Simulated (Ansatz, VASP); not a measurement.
**Two plane-wave programs on Te**

```
Te
1.0
     4.33581    0.00000    0.00000
    -2.16791    3.75492    0.00000
     0.00000    0.00000    5.93200
Te
3
Cartesian
  1.2284 0.0000 1.9773
  -0.6142 1.0638 3.9547
  1.5537 2.6911 5.9320
```

Alike in both runs: functional PBEsol; k mesh 5 × 5 × 3; occupations fermi-dirac, width 0.05 eV; no spin polarisation.

Ansatz relaxed the structure, and its values are those at the end. VASP's run is a single point on that final structure, the one shown.

```csv
,VASP,Ansatz
version,VASP 6.6.1,Ansatz 0.2.0
potentials or method,"VASP PAW PBE potentials, release 64 (Te), cutoff 520 eV","plane waves (420 eV) with PAW, scalar-relativistic"
valence electrons in the cell,18,48
```

|  | VASP | Ansatz | Ansatz less VASP |
| --- | --- | --- | --- |
| pressure (GPa) | 0.1 | 0.0 | -0.07 |
| rms of the force components (eV/Å) | 0.009 | 0.001 | -0.0085 |

VASP's potentials were made for PBE, not for PBEsol, and Ansatz warns of the same on its side. VASP's potentials hold 18 valence electrons a cell and Ansatz's 48, so a difference there can come from the potentials and not from the codes.

Neither program's run includes spin-orbit coupling.
